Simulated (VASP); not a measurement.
# GaW (P1) in VASP: further runs

GaW is run at these levels: PBE; tasks: single point.

Program: VASP 6.6.1. These are calculated values, not measurements. Logs are shortened: lines on timing, memory, paths and dates and some standing lists are left out, and cuts for length are marked.

**1. The cell of the first run**

The typed cell holds 2 atoms: a = 2.997 Å, b = 2.997 Å, c = 3.649 Å, α = 90.00°, β = 90.00°, γ = 133.86°.

**2. Single point, PBE**

File INCAR:

```
  PREC = Accurate
  ENCUT = 520
  EDIFF = 1E-6
  ISMEAR = 1
  SIGMA = 0.05
  LREAL = False
  LASPH = True
  NELM = 60
  ALGO = Fast
  ISIF = 2
  LWAVE = False
  LCHARG = False
  GGA = PE
  NBANDS = 20
```

File KPOINTS:

```
regular mesh
0
Gamma
  17 17 10
```

File POSCAR:

```
GaW
1.0
    1.1744091000     -2.7573651400      0.0000000000
    1.1744091000      2.7573651400      0.0000000000
    0.0000000000      0.0000000000      3.6494211500
Ga W
1 1
Direct
   -0.0121080000     -0.0045930000      0.0064100000
    0.0215470000      0.0154760000      0.4940100000
```

Potentials or basis: VASP PAW PBE potentials, release 64 (Ga_d, W_sv).

On the command line:

```sh
> cat potpaw_PBE.64/Ga_d/POTCAR potpaw_PBE.64/W_sv/POTCAR > POTCAR
> mpirun -np 1 vasp_std > vasp.out
```

OUTCAR:

```text
PREC = Accurate
   ENCUT = 520
   EDIFF = 1E-6
   ISMEAR = 1
   LREAL = False
   LASPH = True
   NELM = 60
   ISIF = 2
   GGA = PE

 ion  position               nearest neighbor table
   1  0.988  0.995  0.006-   2 1.78   2 1.87   2 2.90   2 2.95   2 3.00   2 3.05
   2  0.022  0.015  0.494-   1 1.78   1 1.87   1 2.90   1 2.95   1 3.00   1 3.05

  LATTYP: Found a base centered orthorhombic cell.
 ALAT       =     2.3488182000
 B/A-ratio  =     2.3478744673
 C/A-ratio  =     1.5537265294

  Lattice vectors:

 A1 = (   1.1744091000,  -2.7573651400,   0.0000000000)
 A2 = (   1.1744091000,   2.7573651400,   0.0000000000)
 A3 = (   0.0000000000,   0.0000000000,   3.6494211500)

Analysis of symmetry for initial positions (statically):
=====================================================================
 Subroutine PRICEL returns:
 Original cell was already a primitive cell.

 Routine SETGRP: Setting up the symmetry group for a
 base centered orthorhombic supercell.

 Subroutine GETGRP returns: Found  1 space group operations
 (whereof  1 operations were pure point group operations)
 out of a pool of  8 trial point group operations.

The static configuration has the point symmetry C_1 .

Analysis of symmetry for dynamics (positions and initial velocities):
=====================================================================
 Subroutine PRICEL returns:
 Original cell was already a primitive cell.

 Routine SETGRP: Setting up the symmetry group for a
 base centered orthorhombic supercell.

 Subroutine GETGRP returns: Found  1 space group operations
 (whereof  1 operations were pure point group operations)
 out of a pool of  8 trial point group operations.

The dynamic configuration has the point symmetry C_1 .

 Subroutine INISYM returns: Found  1 space group operations
 (whereof  1 operations are pure point group operations),
 and found     1 'primitive' translations

----------------------------------------------------------------------------------------

                                     Primitive cell

  volume of cell :      23.6357

  direct lattice vectors                    reciprocal lattice vectors
     1.174409100 -2.757365140  0.000000000     0.425746020 -0.181332531  0.000000000
     1.174409100  2.757365140  0.000000000     0.425746020  0.181332531  0.000000000
     0.000000000  0.000000000  3.649421150     0.000000000  0.000000000  0.274016059

  length of vectors
[... 72 lines left out ...]
 SYSTEM =  unknown system
   PREC   = accura    normal or accurate (medium, high low for compatibility)
   ISTART =      0    job   : 0-new  1-cont  2-samecut
   ICHARG =      2    charge: 1-file 2-atom 10-const
   ISPIN  =      1    spin polarized calculation?
   LNONCOLLINEAR =      F non collinear calculations
   LSORBIT =      F    spin-orbit coupling
   LASPH  =      T    aspherical Exc in radial PAW
   ENCUT  =  520.0 eV  38.22 Ry    6.18 a.u.   5.57  5.57  6.79*2*pi/ulx,y,z
   NELM   =     60;   NELMIN=  2; NELMDL= -5     # of ELM steps
   EDIFF  = 0.1E-05   stopping-criterion for ELM
   LREAL  =      F    real-space projection
[... 7 lines left out ...]
   TEBEG  =    0.0;   TEEND  =   0.0 temperature during run
   PSTRESS=    0.0 pullay stress
   NELECT =      27.0000    total number of electrons
   NUPDOWN=      -1.0000    fix difference up-down
   EMIN   =  10.00;   EMAX   =-10.00  energy-range for DOS
   EFERMI =   0.00;   METHOD = LEGACY
   ISMEAR =     1;   SIGMA  =   0.05  broadening in eV -4-tet -1-fermi 0-gaus
   EFERMI_NEDOS =   21; number of points for ismear=-14 and -15
   IALGO  =     68    algorithm
   IMIX   =      4    mixing-type and parameters
     AMIX     =   0.40;   BMIX     =  1.00
     AMIX_MAG =   1.60;   BMIX_MAG =  1.00
  volume/ion in A,a.u.               =      11.82        79.75
  Fermi-wavevector in a.u.,A,eV,Ry     =   1.711355  3.233993 39.847888  2.928737
  Thomas-Fermi vector in A             =   2.789485
   LORBIT       =      0    0 simple, 1 ext, 2 COOP (PROOUT), +10 PAW based schemes
   GGA     = PE    functional components
   LHFCALC =     F    Hartree Fock is set to
   AEXX    =    0.0000 exact exchange contribution
   IVDW    =     0    specifies the selected vdW correction
   LEPSILON=     F    determine dielectric tensor
   LRPA    =     F    only Hartree local field effects (RPA)
 non-spin polarized calculation
 RMM-DIIS sequential band-by-band and
 Methfessel and Paxton  Order N= 1 SIGMA  =   0.05
  energy-cutoff  :      520.00
  volume of cell :       23.64
 maximum number of plane-waves:       670
   NGX = 11   NGY = 11   NGZ = 13

 number of electron      27.0000005 magnetization

 Free energy of the ion-electron system (eV)
  ---------------------------------------------------
  ext. energy  EPLUGINS =         0.00000000
  ---------------------------------------------------
  free energy    TOTEN  =        -0.43166329 eV

  energy without entropy =       -0.43175040  energy(sigma->0) =       -0.43169233

 E-fermi :  12.9530     XC(G=0): -14.2561

 val. band max:       12.9466549320   @ k =  -0.1176   0.0588   0.0000
 cond. band min:      12.9546537343   @ k =   0.4118  -0.4706  -0.4000
 fundamental gap:      0.0079988023
 Fermi energy:        12.9530166756

 k-point     1 :       0.0000    0.0000    0.0000
  band No.  band energies     occupation
      1     -60.6464      2.00000
      2     -26.4816      2.00000
      3     -24.4480      2.00000
      4     -23.2908      2.00000
      5      -5.0983      2.00000
      6      -4.1951      2.00000
[... 541 lines left out ...]
     19      24.4647      0.00000
     20      27.7986      0.00000

 [... further k-points ...]

------------------------ aborting loop because EDIFF is reached ----------------------------------------

  FORCE on cell =-STRESS in cart. coord.  units (eV):
  Direction    XX          YY          ZZ          XY          YZ          ZX
  --------------------------------------------------------------------------------------
  -------------------------------------------------------------------------------------
  Total       17.3075694      2.1656924     99.5482603     -0.0680134     -0.3251930      0.5423621
  in kB     1173.2187497    146.8046098   6748.0235319     -4.6103853    -22.0436802     36.7648044
  external PRESSURE =    2689.3489638 kB  Pullay stress =       0.0000000 kB

 VOLUME and BASIS-vectors are now :
 -----------------------------------------------------------------------------
  energy-cutoff  :      520.00
  volume of cell :       23.64
      direct lattice vectors                 reciprocal lattice vectors
     1.174409100 -2.757365140  0.000000000     0.425746020 -0.181332531  0.000000000
     1.174409100  2.757365140  0.000000000     0.425746020  0.181332531  0.000000000
     0.000000000  0.000000000  3.649421150     0.000000000  0.000000000  0.274016059

 POSITION                                       TOTAL-FORCE (eV/Angst)
 -----------------------------------------------------------------------------------
      2.32920      0.02072      0.02339        -1.954851      1.123220     -8.763233
      0.04348     -0.01674      1.80285         1.954851     -1.123220      8.763233
 -----------------------------------------------------------------------------------
    total drift:                               -0.000280      0.000276      0.002362

  FREE ENERGIE OF THE ION-ELECTRON SYSTEM (eV)
  ---------------------------------------------------
  free  energy   TOTEN  =        -0.4316632918 eV

  energy  without entropy=       -0.4317504032  energy(sigma->0) =       -0.43169233
```

OSZICAR:

```text
N       E                     dE             d eps       ncg     rms          rms(c)
DAV:   1     0.210038515949E+03    0.21004E+03   -0.15136E+04 66996   0.241E+03
DAV:   2     0.104655270826E+02   -0.19957E+03   -0.19334E+03 59420   0.476E+02
DAV:   3    -0.717248066508E+00   -0.11183E+02   -0.11038E+02 64504   0.103E+02
DAV:   4    -0.876351072366E+00   -0.15910E+00   -0.15900E+00 64920   0.123E+01
DAV:   5    -0.879095691175E+00   -0.27446E-02   -0.27445E-02 68960   0.159E+00    0.339E+01
RMM:   6    -0.609814955014E+00    0.26928E+00   -0.71560E-02 89501   0.226E+00    0.203E+01
RMM:   7    -0.432491433578E+00    0.17732E+00   -0.16077E-01 94496   0.382E+00    0.113E+00
RMM:   8    -0.431850154489E+00    0.64128E-03   -0.10231E-02 89941   0.108E+00    0.258E-01
RMM:   9    -0.431634686585E+00    0.21547E-03   -0.17598E-03 91545   0.435E-01    0.744E-02
RMM:  10    -0.431658688690E+00   -0.24002E-04   -0.35381E-04 91858   0.171E-01    0.219E-02
RMM:  11    -0.431663680795E+00   -0.49921E-05   -0.36732E-05 88094   0.585E-02    0.885E-03
RMM:  12    -0.431663291814E+00    0.38898E-06   -0.58560E-06 65977   0.244E-02
   1 F= -.43166329E+00 E0= -.43169233E+00  d E =0.871114E-04
```

Run time: 18 min. Hardware: 1 thread of Intel Xeon 8259CL, shared host; peak memory 0.75 GiB.

Results:

| Quantity | Value |
| --- | --- |
| Free energy | -0.4317 eV |
| Pressure | 268.9 GPa |
| Largest force | 9.049 eV/Å |
| Band gap on the k mesh | zero (an odd number of electrons rules out a gap without spin polarisation) |

Forces on the atoms (eV/Å):
```
Ga  -1.955  1.123 -8.763
W    1.955 -1.123  8.763
```

Caveat: atoms lie so close that the PAW spheres overlap strongly, which falsifies energies and pressures; the stress differs along the axes, from 15 to 675 GPa; spin-orbit coupling is left out, which moves the levels of the heavy elements; forces of over 1 eV/Å act on the atoms, so gaps and moduli don't describe the material at rest.

**3. Single point, PBE**

File INCAR:

```
SYSTEM = GaW
  ALGO = Fast
  EDIFF = 1E-6
  ENCUT = 520
  GGA = PE
  ISIF = 2
  ISMEAR = 1
  LASPH = .TRUE.
  LCHARG = .FALSE.
  LREAL = .FALSE.
  LWAVE = .FALSE.
  NBANDS = 20
  NELM = 80
  PREC = Accurate
  SIGMA = 0.05
```

File KPOINTS:

```
k-points
0
G
  17 17 10
  0 0 0
```

POSCAR is that of step 2.

Potentials or basis: VASP PAW PBE potentials, release 64 (Ga_d, W_sv).

On the command line:

```sh
> cat potpaw_PBE.64/Ga_d/POTCAR potpaw_PBE.64/W_sv/POTCAR > POTCAR
> mpirun -np 1 vasp_std > vasp.out
```

Run time: 18 min. Hardware: 1 thread of Intel Xeon 8259CL, shared host; peak memory 0.75 GiB.

It converged, with:

```
Free energy            : -0.4317 eV
Pressure               : 268.9 GPa
Largest force          : 9.049 eV/Å
Band gap on the k mesh : zero (an odd number of electrons rules out a gap without spin polarisation)
```

Forces in eV/Å, atoms in the order of the input:
```
Ga  -1.955  1.123 -8.763
W    1.955 -1.123  8.763
```

Stress tensor (GPa, compression positive):
```
117.32  -0.46   3.68
 -0.46  14.68  -2.20
  3.68  -2.20 674.80
```

Levels at points of the mesh, in eV from the Fermi level:
| k point | band 9 | band 10 | band 11 | band 12 | band 13 | band 14 | band 15 | band 16 | band 17 | band 18 |
| --- | --- | --- | --- | --- | --- | --- | --- | --- | --- | --- |
| (0.00, 0.00, 0.00) | -16.07 | -13.23 | -5.64 | -3.56 | 1.14 | 1.28 | 3.85 | 4.34 | 6.20 | 9.98 |
| (0.00, 0.00, 0.50) | -16.06 | -9.22 | -7.60 | -4.48 | -3.47 | -1.73 | 2.53 | 3.86 | 10.40 | 13.13 |

Caveat: atoms lie so close that the PAW spheres overlap strongly, which falsifies energies and pressures; the stress differs along the axes, from 15 to 675 GPa; spin-orbit coupling is left out, which moves the levels of the heavy elements; forces of over 1 eV/Å act on the atoms, so gaps and moduli don't describe the material at rest.
